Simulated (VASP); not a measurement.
# FeSi16 (a cell with a defect) in VASP: notebook, part 2 of 2

VASP 6.6.1. The steps go on from the part before.

### 3 Single point, PBE, collinear spin, ferromagnetic start

INCAR reads:

```
SYSTEM = FeSi16
ALGO = Normal
EDIFF = 1E-6
ENCUT = 520
GGA = PE
ISIF = 2
ISMEAR = -1
ISPIN = 2
LASPH = .True.
LCHARG = .False.
LMAXMIX = 4
LORBIT = 11
LREAL = Auto
LWAVE = .False.
MAGMOM = 0 0 0 0 0 0 0 0 0 0 0 0 0 0 0 0 2.5
NBANDS = 54
NELM = 150
PREC = Accurate
SIGMA = 0.02
```

KPOINTS reads:

```
k-points
0
Gamma
  2 2 2
  0 0 0
```

POSCAR reads:

```
FeSi16
1.0
    0.0000000000      5.4300000000      5.4300000000
    5.4300000000      0.0000000000      5.4300000000
    5.4300000000      5.4300000000      0.0000000000
Si Fe
16 1
Direct
   -0.0034567795      0.0055038167     -0.0010397763
    0.1238277232      0.1215890232      0.1301612394
    0.0044419021     -0.0151474695      0.5053304935
    0.1238318320      0.1215820131      0.6243868313
   -0.0024338002      0.5032665673      0.0009767694
    0.1252572352      0.6299116487      0.1223924294
   -0.0024346224      0.5032616492      0.4981437087
    0.1297455758      0.6105718646      0.6298202537
    0.4983789171      0.0056319896     -0.0010680114
    0.6237993544      0.1275064423      0.1243213783
    0.4983885952      0.0056397974      0.4969976847
    0.6296281271      0.1213352522      0.6244989608
    0.4993427858      0.5007696517     -0.0000753147
    0.6218699363      0.6300033335      0.1222710328
    0.5009477038      0.5029224960      0.4980421008
    0.6218634951      0.6300086897      0.6258170308
    0.8783866890      0.3649032441      0.3783312189
```

Potentials or basis: VASP PAW PBE potentials, release 64 (Si, Fe).

Run with:

```console
$ cat potpaw_PBE.64/Si/POTCAR potpaw_PBE.64/Fe/POTCAR > POTCAR
$ mpirun -np 1 vasp_std > vasp.out
```

OUTCAR:

```text
SYSTEM = FeSi16
   EDIFF = 1E-6
   ENCUT = 520
   GGA = PE
   ISIF = 2
   ISMEAR = -1
   ISPIN = 2
   LASPH = .True.
   LORBIT = 11
   LREAL = Auto
   NELM = 150
   PREC = Accurate

 ion  position               nearest neighbor table
   1  0.997  0.006  0.999-  10 2.34   2 2.35   4 2.35   6 2.36
   2  0.124  0.122  0.130-   9 2.35   1 2.35   3 2.35   5 2.39  17 2.67
   3  0.004  0.985  0.505-   8 2.35  12 2.35   2 2.35   4 2.35  17 2.38
   4  0.124  0.122  0.624-  11 2.35   1 2.35   3 2.35   7 2.39  17 2.67
   5  0.998  0.503  0.001-   8 2.33  14 2.36   6 2.36  17 2.37   2 2.39
   6  0.125  0.630  0.122-  13 2.35   1 2.36   7 2.36   5 2.36  17 2.78
   7  0.998  0.503  0.498-   8 2.33  16 2.36   6 2.36  17 2.37   4 2.39
   8  0.130  0.611  0.630-   5 2.33   7 2.33  15 2.33   3 2.35
   9  0.498  0.006  0.999-  10 2.34  12 2.35   2 2.35  14 2.36
  10  0.624  0.128  0.124-  11 2.34   9 2.34   1 2.34  13 2.34
  11  0.498  0.006  0.497-  10 2.34  12 2.35   4 2.35  16 2.36
  12  0.630  0.121  0.624-   9 2.35  11 2.35   3 2.35  15 2.39  17 2.67
  13  0.499  0.501  1.000-  10 2.34   6 2.35  14 2.35  16 2.35
  14  0.622  0.630  0.122-  13 2.35   9 2.36   5 2.36  15 2.36  17 2.78
  15  0.501  0.503  0.498-   8 2.33  14 2.36  16 2.36  17 2.37  12 2.39
  16  0.622  0.630  0.626-  13 2.35  11 2.36   7 2.36  15 2.36  17 2.78
  17  0.878  0.365  0.378-   7 2.37   5 2.37  15 2.37   3 2.38   2 2.67   4 2.67  12 2.67   6 2.78
                            14 2.78  16 2.78

  LATTYP: Found a face centered cubic cell.
 ALAT       =    10.8600000000

  Lattice vectors:

 A1 = (   0.0000000000,   5.4300000000,   5.4300000000)
 A2 = (   5.4300000000,   0.0000000000,   5.4300000000)
 A3 = (   5.4300000000,   5.4300000000,   0.0000000000)

Analysis of symmetry for initial positions (statically):
=====================================================================
 Subroutine PRICEL returns:
 Original cell was already a primitive cell.

 Routine SETGRP: Setting up the symmetry group for a
 face centered cubic supercell.
[... 609 lines left out ...]
     48      10.4147      0.00000
 Fermi energy:         6.3826075748

 spin component 2

 k-point     1 :       0.0000    0.0000    0.0000
  band No.  band energies     occupation
      1      -5.9792      1.00000
      2      -3.6314      1.00000
      3      -3.6085      1.00000
      4      -3.5957      1.00000
      5      -3.5951      1.00000
      6      -1.9996      1.00000
[... 397 lines left out ...]
     47      10.4337      0.00000
     48      10.4456      0.00000
 [bands above 48 left out]

------------------------ aborting loop because EDIFF is reached ----------------------------------------

  FORCE on cell =-STRESS in cart. coord.  units (eV):
  Direction    XX          YY          ZZ          XY          YZ          ZX
  --------------------------------------------------------------------------------------
  -------------------------------------------------------------------------------------
  Total        4.8487363      4.8476033      4.8342301      0.3768400      0.3811687     -0.3830187
  in kB       24.2610538     24.2553850     24.1884708      1.8855500      1.9072094     -1.9164660
  external PRESSURE =      24.2349699 kB  Pullay stress =       0.0000000 kB

 VOLUME and BASIS-vectors are now :
 -----------------------------------------------------------------------------
  energy-cutoff  :      520.00
  volume of cell :      320.21
      direct lattice vectors                 reciprocal lattice vectors
     0.000000000  5.430000000  5.430000000    -0.092081031  0.092081031  0.092081031
     5.430000000  0.000000000  5.430000000     0.092081031 -0.092081031  0.092081031
     5.430000000  5.430000000  0.000000000     0.092081031  0.092081031 -0.092081031

 POSITION                                       TOTAL-FORCE (eV/Angst)
 -----------------------------------------------------------------------------------
      5.45424     10.83558      5.44112         0.001777     -0.001913      0.002832
      1.36700      1.37916      1.33261        -0.000595     -0.005734      0.002456
      8.09169      2.76806      5.37187        -0.022949      0.023437     -0.000686
      4.05061      4.06283      1.33260         0.005224      0.000484      0.002559
      2.73804      5.42209      8.14952        -0.022727     -0.000674      0.003538
      4.08501      1.34474      4.10057         0.009514     -0.009109      0.004207
[... 9 lines left out ...]
      6.81913      6.77491      6.79767         0.001571     -0.008391      0.006941
      4.03576      6.82398      6.75106         0.004822     -0.004723     -0.001138
 -----------------------------------------------------------------------------------
    total drift:                               -0.001579      0.000205     -0.000772

  FREE ENERGIE OF THE ION-ELECTRON SYSTEM (eV)
  ---------------------------------------------------
  free  energy   TOTEN  =       -92.3126948578 eV

  energy  without entropy=      -92.3083551456  energy(sigma->0) =      -92.31052500

 total charge

# of ion       s       p       d       tot
------------------------------------------
    1        0.741   0.947   0.000   1.688
    2        0.733   0.951   0.000   1.684
    3        0.731   0.960   0.000   1.691
    4        0.733   0.951   0.000   1.684
    5        0.733   0.963   0.000   1.696
    6        0.735   0.952   0.000   1.687
[... 9 lines left out ...]
   16        0.735   0.952   0.000   1.687
   17        0.373   0.417   6.531   7.321
--------------------------------------------------
tot         12.172  15.661   6.531  34.364

 magnetization (x)

# of ion       s       p       d       tot
------------------------------------------
    1        0.002   0.008   0.000   0.010
    2       -0.001  -0.001   0.000  -0.001
    3        0.002   0.030   0.000   0.032
    4       -0.001  -0.001   0.000  -0.001
    5        0.001   0.032   0.000   0.033
    6       -0.000  -0.000   0.000  -0.000
[... 9 lines left out ...]
   16       -0.000  -0.000   0.000  -0.000
   17        0.010   0.011   1.670   1.691
--------------------------------------------------
tot          0.019   0.152   1.670   1.841
```

OSZICAR:

```text
N       E                     dE             d eps       ncg     rms          rms(c)
DAV:   1     0.254943434412E+03    0.25494E+03   -0.26673E+04  1728   0.112E+03
DAV:   2    -0.678343184670E+02   -0.32278E+03   -0.30079E+03  1858   0.199E+02
DAV:   3    -0.943223992644E+02   -0.26488E+02   -0.25249E+02  2238   0.600E+01
[... 11 lines left out ...]
DAV:  15    -0.923126660208E+02   -0.65611E-04   -0.22049E-04  2488   0.760E-02    0.606E-02
DAV:  16    -0.923126816623E+02   -0.15641E-04   -0.40108E-05  2516   0.368E-02    0.357E-02
DAV:  17    -0.923126912060E+02   -0.95437E-05   -0.20465E-05  2312   0.251E-02    0.136E-02
DAV:  18    -0.923126940739E+02   -0.28679E-05   -0.68240E-06  2068   0.125E-02    0.624E-03
DAV:  19    -0.923126948578E+02   -0.78387E-06   -0.16527E-06  1288   0.664E-03
   1 F= -.92312695E+02 E0= -.92310525E+02  d E =-.433971E-02  mag=     2.0617
```

Wall time 17 min (1 thread of Oxide Virtual Turin-like, shared host); peak memory 0.68 GiB.

What came out:

```
Free energy                                           : -92.3127 eV
Pressure                                              : 2.4 GPa
Largest force                                         : 0.033 eV/Å
Band gap on the k mesh                                : 0.08 eV
Net moment                                            : 2.06 μB per cell
Site moments                                          : Si +0.01, -0.00, +0.03, -0.01 (each value once); Fe +1.69 μB
Valence electrons inside the program's atomic spheres : Si 1.69, 1.68, 1.70, 1.71 (each value once); Fe 7.32
```

Forces on the atoms (eV/Å):
```
Si   0.002 -0.002  0.003
Si  -0.001 -0.006  0.002
Si  -0.023  0.023 -0.001
Si   0.005  0.000  0.003
Si  -0.023 -0.001  0.004
Si   0.010 -0.009  0.004
Si   0.001  0.023  0.004
Si   0.006 -0.007  0.004
Si   0.001  0.002 -0.008
Si   0.000 -0.001  0.007
Si  -0.001 -0.001 -0.009
Si   0.011 -0.011  0.003
Si  -0.011  0.011 -0.008
Si   0.009 -0.002  0.007
Si   0.007 -0.007 -0.019
Si   0.002 -0.008  0.007
Fe   0.005 -0.005 -0.001
```

Levels at points of the mesh, in eV from the valence-band top:
Spin up:
```tsv
k point	band 33	band 34	band 35	band 36	band 37	band 38	band 39	band 40	band 41	band 42
(0.00, 0.00, 0.00)	-0.24	-0.24	-0.24	-0.17	-0.16	0.08	0.59	0.59	0.85	0.87
(0.50, 0.00, 0.00)	-1.26	-0.83	-0.73	-0.30	-0.20	0.82	1.26	1.34	1.39	1.52
(0.00, 0.50, 0.00)	-1.27	-0.79	-0.78	-0.27	-0.27	0.71	1.32	1.32	1.36	1.49
(0.00, 0.00, 0.50)	-1.25	-0.83	-0.73	-0.30	-0.20	0.81	1.26	1.34	1.39	1.52
(0.50, 0.50, 0.50)	-1.25	-0.83	-0.73	-0.30	-0.20	0.81	1.26	1.34	1.39	1.52
(0.50, 0.50, 0.00)	-1.50	-1.38	-0.79	-0.74	-0.18	0.81	1.29	2.07	2.09	2.10
(0.00, 0.50, 0.50)	-1.50	-1.38	-0.80	-0.73	-0.18	0.81	1.29	2.07	2.09	2.10
(0.50, 0.00, 0.50)	-1.50	-1.38	-0.80	-0.73	-0.18	0.81	1.29	2.07	2.09	2.10
```
Spin down:
```csv
k point,band 32,band 33,band 34,band 35,band 36,band 37,band 38,band 39
"(0.00, 0.00, 0.00)",-0.81,-0.09,-0.09,-0.08,0.19,0.39,0.39,1.02
"(0.50, 0.00, 0.00)",-1.03,-0.67,-0.15,0.00,0.62,0.68,0.94,1.36
"(0.00, 0.50, 0.00)",-1.05,-0.58,-0.14,-0.14,0.69,0.69,0.82,1.41
"(0.00, 0.00, 0.50)",-1.03,-0.66,-0.15,0.00,0.62,0.68,0.94,1.36
"(0.50, 0.50, 0.50)",-1.03,-0.66,-0.15,0.00,0.62,0.68,0.94,1.36
"(0.50, 0.50, 0.00)",-1.49,-0.85,-0.10,-0.01,0.17,1.11,1.29,1.51
"(0.00, 0.50, 0.50)",-1.50,-0.86,-0.10,-0.01,0.17,1.11,1.29,1.52
"(0.50, 0.00, 0.50)",-1.50,-0.85,-0.10,-0.01,0.17,1.11,1.29,1.52
```

Caveat: the k points lie up to 0.50 Å⁻¹ apart.
